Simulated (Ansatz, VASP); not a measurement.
## SiC in VASP and in Ansatz

File POSCAR:

```
SiC
1.0
    0.0000000000      2.1784203227      2.1784203227
    2.1784203227      0.0000000000      2.1784203227
    2.1784203227      2.1784203227      0.0000000000
Si C
1 1
Direct
    0.0000000000      0.0000000000      0.0000000000
    0.2500000000      0.2500000000      0.2500000000
```

INCAR.step1

```
SYSTEM = SiC
  ALGO = Normal
  EDIFF = 1E-5
  ENCUT = 520
  GGA = PE
  ISIF = 2
  ISMEAR = 0
  LASPH = .TRUE.
  LCHARG = .FALSE.
  LREAL = .FALSE.
  LWAVE = .TRUE.
  NBANDS = 11
  NELM = 100
  PREC = Accurate
  SIGMA = 0.01
```

Contents of INCAR.step2:

```
SYSTEM = SiC
  AEXX = 0.25
  ALGO = Normal
  EDIFF = 1E-6
  ENCUT = 520
  GGA = PE
  ISIF = 2
  ISMEAR = 0
  ISTART = 1
  LASPH = .TRUE.
  LCHARG = .FALSE.
  LHFCALC = .TRUE.
  LREAL = .FALSE.
  LWAVE = .FALSE.
  NBANDS = 11
  NELM = 100
  PREC = Accurate
  PRECFOCK = Normal
  SIGMA = 0.01
```

The input KPOINTS:

```
k-points
0
G
  6 6 6
  0 0 0
```

Input for Ansatz:

```yaml
crystal:
  lattice:
    - [0.0, 2.1784203227, 2.1784203227]
    - [2.1784203227, 0.0, 2.1784203227]
    - [2.1784203227, 2.1784203227, 0.0]
  atoms:
    - { symbol: Si, position: [0.0, 0.0, 0.0] }
    - { symbol: C, position: [0.25, 0.25, 0.25] }
basis:
  ecutwfc: 420
kpoints:
  mp_grid: { grid: [6, 6, 6] }
  band_path:
    path:
      - [0.0, 0.0, 0.0]
      - [-0.5, -0.5, 0.0]
      - [-0.375, -0.375, 0.25]
      - [-0.375, 0.0, 0.375]
      - [0.0, 0.0, 0.5]
      - [-0.5, -0.25, 0.25]
      - [0.0, 0.5, 0.5]
    npoints: 1
hamiltonian:
  xc: pbe0
scf:
  occupations: { method: fixed }
  n_extra_bands: 4
output:
  eigenvalues: true
```

Alike in both runs: task single point; functional PBE0; k mesh 6 × 6 × 6; no spin polarisation.

```csv
,VASP,Ansatz
version,VASP 6.6.1,Ansatz 0.2.0
potentials or method,"VASP PAW PBE potentials, release 64 (Si, C), cutoff 520 eV","scalar-relativistic, plane waves, PAW"
occupations,"gaussian, width 0.01 eV",fixed
valence electrons in the cell,8,8
```

```tsv
	VASP	Ansatz	Ansatz less VASP
gap on the k mesh at the Fermi level (eV)	2.98	2.95	-0.028
least direct gap on the mesh (eV)	6.49	6.46	-0.034
```
